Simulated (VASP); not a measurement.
# W in VASP: single point with RPBE

Aim: the single point of W with RPBE.

Program: VASP 6.6.1. These are calculated values, not measurements. Logs are shortened: lines on timing, memory, paths and dates and some standing lists are left out, and cuts for length are marked.

**1. The cell of the first run**

The cell holds a slab with vacuum, 8 atoms: a = 5.537 Å, b = 2.768 Å, c = 23.781 Å, α = 90.00°, β = 90.00°, γ = 109.47°.

**2. Single point, RPBE**

File INCAR:

```
SYSTEM = W
  PREC = Accurate
  ENCUT = 400
  EDIFF = 1E-6
  ISMEAR = 0
  SIGMA = 0.1
  LREAL = .False.
  LASPH = .True.
  NELM = 120
  ALGO = Normal
  ISIF = 2
  LWAVE = .False.
  LCHARG = .True.
  LDIPOL = .True.
  IDIPOL = 3
  DIPOL = 0.5 0.5 0.499
  GGA = RP
  LELF = .True.
  LVHAR = .True.
  LVACPOTAV = .True.
  NBANDS = 66
  GGA_COMPAT = .False.
  NELMDL = -8
```

File KPOINTS:

```
Automatic mesh
0
Gamma
  6 11 1
  0 0 0
```

File POSCAR:

```
W
1.0
    5.5366027616      0.0000000000      0.0000000000
   -0.9227671269      2.6099795717      0.0000000000
    0.0000000000      0.0000000000     23.7809258372
W
8
Direct
    0.2500000000      0.5000000000      0.3574293137
    0.7500000000      0.5000000000      0.3574293137
    0.5000000000      0.0000000000      0.4524764379
    0.0000000000      0.0000000000      0.4524764379
    0.7500000000      0.5000000000      0.5478393804
    0.2500000000      0.5000000000      0.5478393804
    0.0000000000      0.0000000000      0.6394074540
    0.5000000000      0.0000000000      0.6394074540
```

Potentials or basis: VASP PAW PBE potentials, release 64 (W_sv).

The run is started by

```
cat potpaw_PBE.64/W_sv/POTCAR > POTCAR
mpirun -np 1 vasp_std > vasp.out
```

OUTCAR:

```text
SYSTEM = W
   PREC = Accurate
   ENCUT = 400
   EDIFF = 1E-6
   ISMEAR = 0
   LREAL = .False.
   LASPH = .True.
   NELM = 120
   ISIF = 2
   GGA = RP
   NELMDL = -8

 ion  position               nearest neighbor table
   1  0.250  0.500  0.357-   3 2.77   4 2.77   2 2.77   2 2.77   4 3.20   3 3.20   2 3.20   2 3.20

   2  0.750  0.500  0.357-   4 2.77   3 2.77   1 2.77   1 2.77   4 3.20   3 3.20   1 3.20   1 3.20

   3  0.500  0.000  0.452-   2 2.77   1 2.77   4 2.77   4 2.77   6 2.77   5 2.77   1 3.20   2 3.20
                             4 3.20   4 3.20   5 3.20   6 3.20
   4  0.000  0.000  0.452-   1 2.77   2 2.77   3 2.77   3 2.77   5 2.77   6 2.77   1 3.20   2 3.20
                             3 3.20   3 3.20   5 3.20   6 3.20
   5  0.750  0.500  0.548-   7 2.70   8 2.70   6 2.77   6 2.77   4 2.77   3 2.77   8 3.14   7 3.14
                             6 3.20   6 3.20   3 3.20   4 3.20
   6  0.250  0.500  0.548-   8 2.70   7 2.70   5 2.77   5 2.77   3 2.77   4 2.77   8 3.14   7 3.14
                             5 3.20   5 3.20   3 3.20   4 3.20
   7  0.000  0.000  0.639-   6 2.70   5 2.70   8 2.77   8 2.77   6 3.14   5 3.14   8 3.20   8 3.20

   8  0.500  0.000  0.639-   5 2.70   6 2.70   7 2.77   7 2.77   6 3.14   5 3.14   7 3.20   7 3.20

  Warning from LATTYP: Monoclinic adjustment (A1->A3, A2->A1, A3->A2)!
  Warning from LATTYP: Got some problem with cell dimensions!
  Tried to take original basis but could not verify dimensions!
  LATTYP: Found a simple monoclinic cell.
 ALAT       =     2.7683013808
 B/A-ratio  =     8.5904396110
 C/A-ratio  =     1.9148542155
 COS(beta)  =    -0.1740776560

  Lattice vectors:

 A1 = (  -0.9227671269,   2.6099795717,   0.0000000000)
 A2 = (   0.0000000000,   0.0000000000, -23.7809258372)
 A3 = (  -4.6138356347,  -2.6099795717,   0.0000000000)

Analysis of symmetry for initial positions (statically):
=====================================================================
 Subroutine PRICEL returns following result:

  LATTYP: Found a base centered orthorhombic cell.
 ALAT       =     3.1965590949
 B/A-ratio  =     1.4142135623
 C/A-ratio  =     7.4395389328

  Lattice vectors:

 A1 = (   2.7683013808,   0.0000000000,   0.0000000000)
 A2 = (  -0.9227671269,   2.6099795717,   0.0000000000)
 A3 = (   0.0000000000,   0.0000000000,  23.7809258372)

   2 primitive cells build up your supercell.

 Routine SETGRP: Setting up the symmetry group for a
 simple monoclinic supercell.

 Subroutine GETGRP returns: Found  2 space group operations
 (whereof  2 operations were pure point group operations)
 out of a pool of  4 trial point group operations.

The static configuration has the point symmetry C_2 .

Analysis of symmetry for dynamics (positions and initial velocities):
=====================================================================
 Subroutine PRICEL returns following result:

  LATTYP: Found a base centered orthorhombic cell.
 ALAT       =     3.1965590949
 B/A-ratio  =     1.4142135623
 C/A-ratio  =     7.4395389328

  Lattice vectors:

 A1 = (   2.7683013808,   0.0000000000,   0.0000000000)
 A2 = (  -0.9227671269,   2.6099795717,   0.0000000000)
 A3 = (   0.0000000000,   0.0000000000,  23.7809258372)

   2 primitive cells build up your supercell.

 Routine SETGRP: Setting up the symmetry group for a
 simple monoclinic supercell.

 Subroutine GETGRP returns: Found  2 space group operations
 (whereof  2 operations were pure point group operations)
 out of a pool of  4 trial point group operations.

The dynamic configuration has the point symmetry C_2 .

 Subroutine INISYM returns: Found  2 space group operations
 (whereof  2 operations are pure point group operations),
 and found     2 'primitive' translations

----------------------------------------------------------------------------------------

                                     Primitive cell

  volume of cell :     171.8222

  direct lattice vectors                    reciprocal lattice vectors
     2.768301381  0.000000000  0.000000000     0.361232345  0.127714920  0.000000000
    -0.922767127  2.609979572  0.000000000     0.000000000  0.383144761  0.000000000
     0.000000000  0.000000000 23.780925837     0.000000000  0.000000000  0.042050507

  length of vectors
     2.768301381  2.768301381 23.780925837     0.383144761  0.383144761  0.042050507

  position of ions in fractional coordinates (direct lattice)
     0.500000000  0.500000000  0.357429314
     0.000000000  0.000000000  0.452476438
     0.500000000  0.500000000  0.547839380
     0.000000000  0.000000000  0.639407454

  ion indices of the primitive-cell ions
   primitive index   ion index
                 1           1
                 2           3
                 3           6
                 4           7

----------------------------------------------------------------------------------------

 KPOINTS: Automatic mesh

Automatic generation of k-mesh.
 Grid dimensions read from file:
 generate k-points for:    6   11    1

 Generating k-lattice:

  Cartesian coordinates                     Fractional coordinates (reciprocal lattice)
     0.030102695  0.010642910  0.000000000     0.166666667 -0.000000000  0.000000000
     0.000000000  0.034831342  0.000000000     0.000000000  0.090909091  0.000000000
     0.000000000  0.000000000  0.042050507     0.000000000  0.000000000  1.000000000

  Length of vectors
     0.031928730  0.034831342  0.042050507

  Shift w.r.t. Gamma in fractional coordinates (k-lattice)
     0.000000000  0.000000000  0.000000000

 Subroutine IBZKPT returns following result:
 ===========================================

 Found     34 irreducible k-points:

 Following reciprocal coordinates:
            Coordinates               Weight
  0.000000  0.000000  0.000000      1.000000
  0.166667 -0.000000  0.000000      2.000000
  0.333333  0.000000  0.000000      2.000000
  0.500000 -0.000000  0.000000      1.000000
  0.000000  0.090909  0.000000      2.000000
  0.166667  0.090909  0.000000      2.000000
[... 16 lines left out ...]
  0.000000  0.363636  0.000000      2.000000
  0.166667  0.363636  0.000000      2.000000
 [... further k-points ...]
   k-points           NKPTS =     34   k-points in BZ     NKDIM =     34   number of bands    NBANDS=     66
   number of dos      NEDOS =    301   number of ions     NIONS =      8
   total plane-waves  NPLWV = 103680
   dimension x,y,z NGX =    36 NGY =   18 NGZ =  160
   dimension x,y,z NGXF=    72 NGYF=   36 NGZF=  320
   ions per type =               8
   NGX,Y,Z   is equivalent  to a cutoff of  10.81, 10.81, 11.19 a.u.
   NGXF,Y,Z  is equivalent  to a cutoff of  21.62, 21.62, 22.37 a.u.
 SYSTEM =  W
   PREC   = accura    normal or accurate (medium, high low for compatibility)
   ISTART =      0    job   : 0-new  1-cont  2-samecut
   ICHARG =      2    charge: 1-file 2-atom 10-const
   ISPIN  =      1    spin polarized calculation?
   LNONCOLLINEAR =      F non collinear calculations
   LSORBIT =      F    spin-orbit coupling
   LASPH  =      T    aspherical Exc in radial PAW
   ENCUT  =  400.0 eV  29.40 Ry    5.42 a.u.   9.03  4.51 38.78*2*pi/ulx,y,z
   NELM   =    120;   NELMIN=  2; NELMDL= -8     # of ELM steps
   EDIFF  = 0.1E-05   stopping-criterion for ELM
   LREAL  =      F    real-space projection
   EDIFFG = 0.1E-04   stopping-criterion for IOM
   NSW    =      0    number of steps for IOM
   IBRION =     -1    ionic relax: 0-MD 1-quasi-New 2-CG
   NFREE  =      0    steps in history (QN), initial steepest desc. (CG)
   ISIF   =      2    stress and relaxation
   ISYM   =      2    0-nonsym 1-usesym 2-fastsym
   POTIM  = 0.5000    time-step for ionic-motion
   TEBEG  =    0.0;   TEEND  =   0.0 temperature during run
   PSTRESS=    0.0 pullay stress
   NELECT =     112.0000    total number of electrons
   NUPDOWN=      -1.0000    fix difference up-down
   EMIN   =  10.00;   EMAX   =-10.00  energy-range for DOS
   EFERMI =   0.00;   METHOD = LEGACY
   ISMEAR =     0;   SIGMA  =   0.10  broadening in eV -4-tet -1-fermi 0-gaus
   EFERMI_NEDOS =   21; number of points for ismear=-14 and -15
   IALGO  =     38    algorithm
   IMIX   =      4    mixing-type and parameters
     AMIX     =   0.40;   BMIX     =  1.00
     AMIX_MAG =   1.60;   BMIX_MAG =  1.00
  volume/ion in A,a.u.               =      42.96       289.88
  Fermi-wavevector in a.u.,A,eV,Ry     =   1.126621  2.129005 17.269527  1.269274
  Thomas-Fermi vector in A             =   2.263303
   LORBIT       =      0    0 simple, 1 ext, 2 COOP (PROOUT), +10 PAW based schemes
   GGA     = RP    functional components
   LHFCALC =     F    Hartree Fock is set to
   AEXX    =    0.0000 exact exchange contribution
   IVDW    =     0    specifies the selected vdW correction
   LEPSILON=     F    determine dielectric tensor
   LRPA    =     F    only Hartree local field effects (RPA)
 non-spin polarized calculation
 Gauss-broadening in eV      SIGMA  =   0.10
  energy-cutoff  :      400.00
  volume of cell :      343.64
 maximum number of plane-waves:      6298
   NGX = 17   NGY =  9   NGZ = 77

 dipolmoment           0.000000      0.000000      0.000796 electrons x Angstroem

 number of electron     112.0000051 magnetization

 dipolmoment           0.000000      0.000000     -0.009086 electrons x Angstroem

 Free energy of the ion-electron system (eV)
  ---------------------------------------------------
  ext. energy  EPLUGINS =         0.00000000
  ---------------------------------------------------
  free energy    TOTEN  =       -93.59016492 eV

  energy without entropy =      -93.56291760  energy(sigma->0) =      -93.57654126

 E-fermi :   1.3631     XC(G=0):  -5.9986

 val. band max:        1.3602160123   @ k =  -0.3333   0.2727   0.0000
 cond. band min:       1.3640907908   @ k =   0.1667  -0.0000   0.0000
 fundamental gap:      0.0038747785
 Fermi energy:         1.3630649482

 k-point     1 :       0.0000    0.0000    0.0000
  band No.  band energies     occupation
      1     -72.8943      2.00000
      2     -72.8324      2.00000
      3     -72.8132      2.00000
      4     -72.7780      2.00000
      5     -72.7390      2.00000
      6     -72.6882      2.00000
[... 1645 lines left out ...]
     65       3.8503      0.00000
     66       4.0552      0.00000

 [... further k-points ...]

------------------------ aborting loop because EDIFF is reached ----------------------------------------

  FORCE on cell =-STRESS in cart. coord.  units (eV):
  Direction    XX          YY          ZZ          XY          YZ          ZX
  --------------------------------------------------------------------------------------
  -------------------------------------------------------------------------------------
  Total       -8.0349685     -8.9455560     -2.4948312     -1.5037756      0.0000000      0.0000000
  in kB      -37.4615316    -41.7069748    -11.6316819     -7.0110714      0.0000000      0.0000000
  external PRESSURE =     -30.2667294 kB  Pullay stress =       0.0000000 kB

 VOLUME and BASIS-vectors are now :
 -----------------------------------------------------------------------------
  energy-cutoff  :      400.00
  volume of cell :      343.64
      direct lattice vectors                 reciprocal lattice vectors
     5.536602762  0.000000000  0.000000000     0.180616173  0.063857460  0.000000000
    -0.922767127  2.609979572  0.000000000     0.000000000  0.383144761  0.000000000
     0.000000000  0.000000000 23.780925837     0.000000000  0.000000000  0.042050507

 POSITION                                       TOTAL-FORCE (eV/Angst)
 -----------------------------------------------------------------------------------
      0.92277      1.30499      8.50000         0.000000      0.000000      0.606467
      3.69107      1.30499      8.50000         0.000000      0.000000      0.606467
      2.76830      0.00000     10.76031        -0.000000     -0.000000     -0.644437
      0.00000      0.00000     10.76031         0.000000     -0.000000     -0.644437
      3.69107      1.30499     13.02813        -0.000000     -0.000000     -0.006402
      0.92277      1.30499     13.02813        -0.000000     -0.000000     -0.006402
      0.00000      0.00000     15.20570         0.000000      0.000000      0.044371
      2.76830      0.00000     15.20570         0.000000      0.000000      0.044371
 -----------------------------------------------------------------------------------
    total drift:                                0.000000      0.000000     -0.000398

  FREE ENERGIE OF THE ION-ELECTRON SYSTEM (eV)
  ---------------------------------------------------
  free  energy   TOTEN  =       -93.5901649154 eV

  energy  without entropy=      -93.5629176013  energy(sigma->0) =      -93.57654126

 vacuum level on the upper side and lower side of the slab         6.031         6.145
```

Wall time 13 min (1 thread of Intel Xeon Platinum 8559C (Emerald Rapids), shared host); peak memory 0.5 GiB.

What came out:

| Item | Value |
| --- | --- |
| Free energy | -93.5902 eV |
| Largest force | 0.644 eV/Å |
| Band gap on the k mesh | zero (bands 56 and 57 overlap by 1.57 eV) |

Forces on the atoms (eV/Å):
```
W    0.000  0.000  0.606
W    0.000  0.000  0.606
W    0.000  0.000 -0.644
W    0.000  0.000 -0.644
W    0.000  0.000 -0.006
W    0.000  0.000 -0.006
W    0.000  0.000  0.044
W    0.000  0.000  0.044
```

Caveat: the PAW data sets were made with another functional, which shifts forces and pressure a little; spin-orbit coupling is left out, which moves the levels of the heavy elements.
